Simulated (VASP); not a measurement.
Write the native input for VASP 6.6.1 that does the following.

```
Task                   : single point
Functional             : PBEsol
Potentials or basis    : VASP PAW PBE potentials, release 64 (Tl_d, Pt)
Cutoff                 : 520 eV
k mesh                 : 6 × 6 × 6
Occupations            : fermi-dirac, width 0.05 eV
Spin                   : no spin polarisation
Dipole correction      : no
Further INCAR settings : ALGO = Fast; EDIFF = 1e-06; NBANDS = 44
```

The structure of TlPt lies in POSCAR:

```
TlPt
1.0
    5.5958977166      0.0000000000      0.0000000000
   -2.7979488583      4.8461895796      0.0000000000
    0.0000000000      0.0000000000      4.1271064302
Tl Pt
3 3
Direct
    0.0000000000      0.5000000000      0.0000000000
    0.5000000000      0.5000000000      0.0000000000
    0.5000000000      0.0000000000      0.0000000000
    0.6666666667      0.3333333333      0.5000000000
    0.3333333333      0.6666666667      0.5000000000
    0.0000000000      0.0000000000      0.0000000000
```

One way to write it, as run:

INCAR

```
SYSTEM = TlPt
PREC = Accurate
ENCUT = 520
EDIFF = 1E-6
ISMEAR = -1
SIGMA = 0.05
LREAL = .FALSE.
LASPH = .TRUE.
NELM = 80
ALGO = Fast
ISIF = 2
LWAVE = .FALSE.
LCHARG = .FALSE.
GGA = PS
NBANDS = 44
```

KPOINTS

```
regular mesh
0
G
  6 6 6
  0 0 0
```

Potentials or basis: VASP PAW PBE potentials, release 64 (Tl_d, Pt).

Run with:

```console
$ cat potpaw_PBE.64/Tl_d/POTCAR potpaw_PBE.64/Pt/POTCAR > POTCAR
$ mpirun -np 1 vasp_std > vasp.out
```

Results of the run:

| Property | Result |
| --- | --- |
| Pressure | 30.2 GPa |

Caveat: the PAW data sets were made with another functional, which shifts forces and pressure a little.

Run time: 3.1 min on 1 thread of Intel(R) Xeon(R) Platinum 8259CL CPU @ 2.50GHz (Skylake/Cascade Lake) (shared host), peak memory 0.29 GiB.
